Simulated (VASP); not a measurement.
# RhN (F-43m) in VASP: settings compared

Aim: see how the results for RhN move with the level of theory and the settings. Levels: LDA, PBE. Tasks: single point.

All numbers are computed with VASP 6.6.1; they aren't measurements. Logs are shortened: lines on timing, memory, paths and dates and some standing lists are left out, and cuts for length are marked.

## (1) The cell of the first run

Symmetry: F-43m, No. 216, cubic system. Conventional cell: a = 4.599 Å, b = 4.599 Å, c = 4.599 Å, α = 90.00°, β = 90.00°, γ = 90.00°. Within 2.6 Å of Rh (site symmetry -43m) lie 4 N at 1.99 Å. Within 2.6 Å of N (site symmetry -43m) lie 4 Rh at 1.99 Å.

## (2) Single point, LDA

Input file INCAR:

```
PREC = Accurate
ENCUT = 520
EDIFF = 1E-6
ISMEAR = 0
SIGMA = 0.05
LREAL = False
LASPH = True
NELM = 60
ALGO = Normal
ISIF = 2
LWAVE = False
LCHARG = False
GGA = CA
NBANDS = 17
```

Input file KPOINTS:

```
regular mesh
0
Gamma
  12 12 12
```

Input file POSCAR:

```
RhN
1.0
    0.0000000000      2.2995982485      2.2995982485
    2.2995982485      0.0000000000      2.2995982485
    2.2995982485      2.2995982485      0.0000000000
Rh N
1 1
Direct
    0.0000000000      0.0000000000      0.0000000000
    0.2500000000      0.2500000000      0.2500000000
```

Potentials or basis: VASP PAW LDA potentials, release 64 (Rh_pv, N).

Command:

```
> cat potpaw_LDA.64/Rh_pv/POTCAR potpaw_LDA.64/N/POTCAR > POTCAR
> mpirun -np 1 vasp_std > vasp.out
```

OUTCAR:

```text
PREC = Accurate
   ENCUT = 520
   EDIFF = 1E-6
   ISMEAR = 0
   LREAL = False
   LASPH = True
   NELM = 60
   ISIF = 2
   GGA = CA

 ion  position               nearest neighbor table
   1  0.000  0.000  0.000-   2 1.99   2 1.99   2 1.99   2 1.99
   2  0.250  0.250  0.250-   1 1.99   1 1.99   1 1.99   1 1.99

  LATTYP: Found a face centered cubic cell.
 ALAT       =     4.5991964970

  Lattice vectors:

 A1 = (   0.0000000000,   2.2995982485,   2.2995982485)
 A2 = (   2.2995982485,   0.0000000000,   2.2995982485)
 A3 = (   2.2995982485,   2.2995982485,   0.0000000000)

Analysis of symmetry for initial positions (statically):
=====================================================================
 Subroutine PRICEL returns:
 Original cell was already a primitive cell.

 Routine SETGRP: Setting up the symmetry group for a
 face centered cubic supercell.

 Subroutine GETGRP returns: Found 24 space group operations
 (whereof 24 operations were pure point group operations)
 out of a pool of 48 trial point group operations.

The static configuration has the point symmetry T_d .

Analysis of symmetry for dynamics (positions and initial velocities):
=====================================================================
 Subroutine PRICEL returns:
 Original cell was already a primitive cell.

 Routine SETGRP: Setting up the symmetry group for a
 face centered cubic supercell.

 Subroutine GETGRP returns: Found 24 space group operations
 (whereof 24 operations were pure point group operations)
 out of a pool of 48 trial point group operations.

The dynamic configuration has the point symmetry T_d .

 Subroutine INISYM returns: Found 24 space group operations
 (whereof 24 operations are pure point group operations),
 and found     1 'primitive' translations

----------------------------------------------------------------------------------------

                                     Primitive cell

  volume of cell :      24.3213

  direct lattice vectors                    reciprocal lattice vectors
     0.000000000  2.299598249  2.299598249    -0.217429284  0.217429284  0.217429284
     2.299598249  0.000000000  2.299598249     0.217429284 -0.217429284  0.217429284
     2.299598249  2.299598249  0.000000000     0.217429284  0.217429284 -0.217429284

  length of vectors
     3.252123031  3.252123031  3.252123031     0.376598566  0.376598566  0.376598566

  position of ions in fractional coordinates (direct lattice)
     0.000000000  0.000000000  0.000000000
     0.250000000  0.250000000  0.250000000

  ion indices of the primitive-cell ions
   primitive index   ion index
                 1           1
                 2           2

----------------------------------------------------------------------------------------

 KPOINTS: regular mesh

Automatic generation of k-mesh.
 Grid dimensions read from file:
 generate k-points for:   12   12   12

 Generating k-lattice:

  Cartesian coordinates                     Fractional coordinates (reciprocal lattice)
    -0.018119107  0.018119107  0.018119107     0.083333333  0.000000000  0.000000000
     0.018119107 -0.018119107  0.018119107     0.000000000  0.083333333  0.000000000
     0.018119107  0.018119107 -0.018119107     0.000000000  0.000000000  0.083333333

  Length of vectors
     0.031383214  0.031383214  0.031383214

  Shift w.r.t. Gamma in fractional coordinates (k-lattice)
     0.000000000  0.000000000  0.000000000

 Subroutine IBZKPT returns following result:
 ===========================================

 Found     72 irreducible k-points:

 Following reciprocal coordinates:
            Coordinates               Weight
  0.000000  0.000000  0.000000      1.000000
  0.083333  0.000000  0.000000      8.000000
  0.166667  0.000000  0.000000      8.000000
  0.250000  0.000000  0.000000      8.000000
  0.333333  0.000000  0.000000      8.000000
  0.416667  0.000000  0.000000      8.000000
[... 16 lines left out ...]
  0.500000  0.166667  0.000000     24.000000
 -0.416667  0.166667  0.000000     24.000000
 [... further k-points ...]
   k-points           NKPTS =     72   k-points in BZ     NKDIM =     72   number of bands    NBANDS=     17
   number of dos      NEDOS =    301   number of ions     NIONS =      2
   total plane-waves  NPLWV =  13824
   dimension x,y,z NGX =    24 NGY =   24 NGZ =   24
   dimension x,y,z NGXF=    48 NGYF=   48 NGZF=   48
   ions per type =               1   1
   NGX,Y,Z   is equivalent  to a cutoff of  12.27, 12.27, 12.27 a.u.
   NGXF,Y,Z  is equivalent  to a cutoff of  24.54, 24.54, 24.54 a.u.
 SYSTEM =  unknown system
   PREC   = accura    normal or accurate (medium, high low for compatibility)
   ISTART =      0    job   : 0-new  1-cont  2-samecut
   ICHARG =      2    charge: 1-file 2-atom 10-const
   ISPIN  =      1    spin polarized calculation?
   LNONCOLLINEAR =      F non collinear calculations
   LSORBIT =      F    spin-orbit coupling
   LASPH  =      T    aspherical Exc in radial PAW
   ENCUT  =  520.0 eV  38.22 Ry    6.18 a.u.   6.05  6.05  6.05*2*pi/ulx,y,z
   NELM   =     60;   NELMIN=  2; NELMDL= -5     # of ELM steps
   EDIFF  = 0.1E-05   stopping-criterion for ELM
   LREAL  =      F    real-space projection
   EDIFFG = 0.1E-04   stopping-criterion for IOM
   NSW    =      0    number of steps for IOM
   IBRION =     -1    ionic relax: 0-MD 1-quasi-New 2-CG
   NFREE  =      0    steps in history (QN), initial steepest desc. (CG)
   ISIF   =      2    stress and relaxation
   ISYM   =      2    0-nonsym 1-usesym 2-fastsym
   POTIM  = 0.5000    time-step for ionic-motion
   TEBEG  =    0.0;   TEEND  =   0.0 temperature during run
   PSTRESS=    0.0 pullay stress
   NELECT =      20.0000    total number of electrons
   NUPDOWN=      -1.0000    fix difference up-down
   EMIN   =  10.00;   EMAX   =-10.00  energy-range for DOS
   EFERMI =   0.00;   METHOD = LEGACY
   ISMEAR =     0;   SIGMA  =   0.05  broadening in eV -4-tet -1-fermi 0-gaus
   EFERMI_NEDOS =   21; number of points for ismear=-14 and -15
   IALGO  =     38    algorithm
   IMIX   =      4    mixing-type and parameters
     AMIX     =   0.40;   BMIX     =  1.00
     AMIX_MAG =   1.60;   BMIX_MAG =  1.00
  volume/ion in A,a.u.               =      12.16        82.06
  Fermi-wavevector in a.u.,A,eV,Ry     =   1.533756  2.898378 32.006435  2.352407
  Thomas-Fermi vector in A             =   2.640779
   LORBIT       =      0    0 simple, 1 ext, 2 COOP (PROOUT), +10 PAW based schemes
   GGA     = CA    functional components
   LHFCALC =     F    Hartree Fock is set to
   AEXX    =    0.0000 exact exchange contribution
   IVDW    =     0    specifies the selected vdW correction
   LEPSILON=     F    determine dielectric tensor
   LRPA    =     F    only Hartree local field effects (RPA)
 non-spin polarized calculation
 Gauss-broadening in eV      SIGMA  =   0.05
  energy-cutoff  :      520.00
  volume of cell :       24.32
 maximum number of plane-waves:       664
   NGX = 13   NGY = 13   NGZ = 13

 number of electron      20.0000002 magnetization

 Free energy of the ion-electron system (eV)
  ---------------------------------------------------
  ext. energy  EPLUGINS =         0.00000000
  ---------------------------------------------------
  free energy    TOTEN  =       -16.96787746 eV

  energy without entropy =      -16.96583585  energy(sigma->0) =      -16.96685666

 E-fermi :   8.4421     XC(G=0): -12.6651

 val. band max:        8.4242944435   @ k =  -0.4167   0.3333   0.1667
 cond. band min:       8.4683841130   @ k =  -0.3333   0.3333   0.1667
 fundamental gap:      0.0440896695
 Fermi energy:         8.4420776834

 k-point     1 :       0.0000    0.0000    0.0000
  band No.  band energies     occupation
      1     -38.8071      2.00000
      2     -38.8071      2.00000
      3     -38.8071      2.00000
      4      -8.0851      2.00000
      5       1.3107      2.00000
      6       1.3107      2.00000
[... 9 lines left out ...]
     16      22.4595      0.00000
     17      26.5771      0.00000

 k-point     2 :       0.0833    0.0000    0.0000
  band No.  band energies     occupation
      1     -38.8153      2.00000
      2     -38.8084      2.00000
      3     -38.8084      2.00000
      4      -8.0178      2.00000
      5       1.2591      2.00000
      6       1.3621      2.00000
[... 9 lines left out ...]
     16      22.5744      0.00000
     17      26.8032      0.00000

 k-point     3 :       0.1667    0.0000    0.0000
  band No.  band energies     occupation
      1     -38.8376      2.00000
      2     -38.8118      2.00000
      3     -38.8118      2.00000
      4      -7.8357      2.00000
      5       1.1727      2.00000
      6       1.4975      2.00000
[... 9 lines left out ...]
     16      22.8565      0.00000
     17      26.9528      0.00000

 k-point     4 :       0.2500    0.0000    0.0000
  band No.  band energies     occupation
      1     -38.8678      2.00000
      2     -38.8164      2.00000
      3     -38.8164      2.00000
      4      -7.5927      2.00000
      5       1.1885      2.00000
      6       1.6661      2.00000
[... 9 lines left out ...]
     16      23.1212      0.00000
     17      26.8270      0.00000

 k-point     5 :       0.3333    0.0000    0.0000
  band No.  band energies     occupation
      1     -38.8979      2.00000
      2     -38.8210      2.00000
      3     -38.8210      2.00000
      4      -7.3601      2.00000
      5       1.3947      2.00000
      6       1.8077      2.00000
[... 9 lines left out ...]
     16      23.2057      0.00000
     17      26.4282      0.00000

 k-point     6 :       0.4167    0.0000    0.0000
  band No.  band energies     occupation
      1     -38.9199      2.00000
      2     -38.8244      2.00000
      3     -38.8244      2.00000
      4      -7.1987      2.00000
      5       1.7312      2.00000
      6       1.8897      2.00000
[... 9 lines left out ...]
     16      23.1690      0.00000
     17      25.9154      0.00000

 k-point     7 :       0.5000    0.0000    0.0000
  band No.  band energies     occupation
      1     -38.9279      2.00000
      2     -38.8256      2.00000
      3     -38.8256      2.00000
      4      -7.1421      2.00000
      5       1.9145      2.00000
      6       1.9145      2.00000
[... 9 lines left out ...]
     16      23.1410      0.00000
     17      25.6635      0.00000

 k-point     8 :       0.0833    0.0833    0.0000
  band No.  band energies     occupation
      1     -38.8152      2.00000
      2     -38.8102      2.00000
      3     -38.8102      2.00000
      4      -7.9954      2.00000
      5       1.1986      2.00000
      6       1.4029      2.00000
[... 9 lines left out ...]
     16      22.2796      0.00000
     17      26.3868      0.00000
[... 203 lines left out ...]
      1     -38.8372      2.00000
      2     -38.8185      2.00000
      3     -38.8185      2.00000
      4      -7.7532      2.00000
      5       0.9531      2.00000
      6       1.6756      2.00000
[... 9 lines left out ...]
     16      22.0620      0.00000
     17      24.5901      0.00000

 k-point    20 :       0.2500    0.1667    0.0000
  band No.  band energies     occupation
      1     -38.8569      2.00000
      2     -38.8239      2.00000
      3     -38.8233      2.00000
      4      -7.5697      2.00000
      5       0.8840      2.00000
      6       1.8591      2.00000
[... 9 lines left out ...]
     16      22.3876      0.00000
     17      24.2614      0.00000

 k-point    21 :       0.3333    0.1667    0.0000
  band No.  band energies     occupation
      1     -38.8817      2.00000
      2     -38.8293      2.00000
      3     -38.8288      2.00000
      4      -7.3561      2.00000
      5       0.9802      2.00000
      6       2.0211      2.00000
[... 9 lines left out ...]
     16      22.4100      0.00000
     17      25.0809      0.00000

 k-point    22 :       0.4167    0.1667    0.0000
  band No.  band energies     occupation
      1     -38.9037      2.00000
      2     -38.8365      2.00000
      3     -38.8319      2.00000
      4      -7.1732      2.00000
      5       1.2448      2.00000
      6       2.1530      2.00000
[... 9 lines left out ...]
     16      22.6597      0.00000
     17      26.0489      0.00000

 k-point    23 :       0.5000    0.1667    0.0000
  band No.  band energies     occupation
      1     -38.9167      2.00000
      2     -38.8430      2.00000
      3     -38.8324      2.00000
      4      -7.0653      2.00000
      5       1.5355      2.00000
      6       2.2292      2.00000
[... 9 lines left out ...]
     16      22.8617      0.00000
     17      26.6549      0.00000

 k-point    24 :      -0.4167    0.1667    0.0000
  band No.  band energies     occupation
      1     -38.9178      2.00000
      2     -38.8469      2.00000
      3     -38.8301      2.00000
      4      -7.0521      2.00000
      5       1.7034      2.00000
      6       2.1934      2.00000
[... 9 lines left out ...]
     16      23.1004      0.00000
     17      27.1660      0.00000

 [... further k-points ...]
[... 5 lines left out ...]
  --------------------------------------------------------------------------------------
  -------------------------------------------------------------------------------------
  Total       -1.9791029     -1.9791029     -1.9791029     -0.0000000      0.0000000      0.0000000
  in kB     -130.3746200   -130.3746200   -130.3746200     -0.0000000      0.0000000      0.0000000
  external PRESSURE =    -130.3746200 kB  Pullay stress =       0.0000000 kB

 VOLUME and BASIS-vectors are now :
 -----------------------------------------------------------------------------
  energy-cutoff  :      520.00
  volume of cell :       24.32
      direct lattice vectors                 reciprocal lattice vectors
     0.000000000  2.299598249  2.299598249    -0.217429284  0.217429284  0.217429284
     2.299598249  0.000000000  2.299598249     0.217429284 -0.217429284  0.217429284
     2.299598249  2.299598249  0.000000000     0.217429284  0.217429284 -0.217429284

 POSITION                                       TOTAL-FORCE (eV/Angst)
 -----------------------------------------------------------------------------------
      0.00000      0.00000      0.00000         0.000000     -0.000000     -0.000000
      1.14980      1.14980      1.14980        -0.000000      0.000000      0.000000
 -----------------------------------------------------------------------------------
    total drift:                               -0.000001     -0.000001     -0.000001

  FREE ENERGIE OF THE ION-ELECTRON SYSTEM (eV)
  ---------------------------------------------------
  free  energy   TOTEN  =       -16.9678774640 eV

  energy  without entropy=      -16.9658358514  energy(sigma->0) =      -16.96685666
```

Wall time 26 s (1 thread of Intel Xeon 8259CL, shared host); peak memory 0.15 GiB.

Results:

```yaml
Free_energy: -16.9679 eV
Pressure: -13.0 GPa
Band_gap_on_the_k_mesh: zero (bands 10 and 11 overlap by 2.94 eV)
```

Caveat: the cell stands under tension.

[end of part 1 of 3]
